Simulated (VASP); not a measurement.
Input of a VASP 6.6.1 run:

The input POSCAR:

```
BeS
1.0
    0.0000000000      2.4200000000      2.4200000000
    2.4200000000      0.0000000000      2.4200000000
    2.4200000000      2.4200000000      0.0000000000
Be S
1 1
Direct
    0.0000000000      0.0000000000      0.0000000000
    0.2500000000      0.2500000000      0.2500000000
```

The input INCAR.step1:

```
PREC = Accurate ; ENCUT = 660
ISMEAR = 0 ; SIGMA = 0.1
LREAL = False ; LASPH = True
NELM = 120 ; NBANDS = 11
GGA = PE ; ALGO = Normal
EDIFF = 1E-5 ; LWAVE = True
LCHARG = False ; GGA_COMPAT = False
```

INCAR.step2

```
PREC = Accurate ; ENCUT = 660
EDIFF = 1E-6 ; ISMEAR = 0
SIGMA = 0.1 ; LREAL = False
LASPH = True ; NELM = 120
ALGO = Normal ; ISIF = 2
LWAVE = False ; LCHARG = False
METAGGA = R2SCAN ; LMIXTAU = True
LUSE_VDW = True ; IVDW_NL = 2
BPARAM = 11.95 ; CPARAM = 0.0093
NBANDS = 11 ; ISTART = 1
GGA_COMPAT = False
```

File KPOINTS:

```
Automatic mesh
0
Gamma
  6 6 6
```

Potentials or basis: VASP PAW PBE potentials, release 64 (Be, S).

Command:

```bash
$ cat potpaw_PBE.64/Be/POTCAR potpaw_PBE.64/S/POTCAR > POTCAR
$ cp INCAR.step1 INCAR
$ mpirun -np 1 vasp_std > vasp.out
$ cp INCAR.step2 INCAR
$ mpirun -np 1 vasp_std > vasp.out
```

**Question.** Estimate the band gap on the k mesh.

**Answer.** 3.50 eV, indirect (least direct gap 6.24 eV).

**Question.** Predict the pressure.

**Answer.** 1.5 GPa.

Caveat: the PAW data sets were made with another functional, which shifts forces and pressure a little. r2SCAN opens gaps a little over a GGA but as a rule still falls short of measured ones.
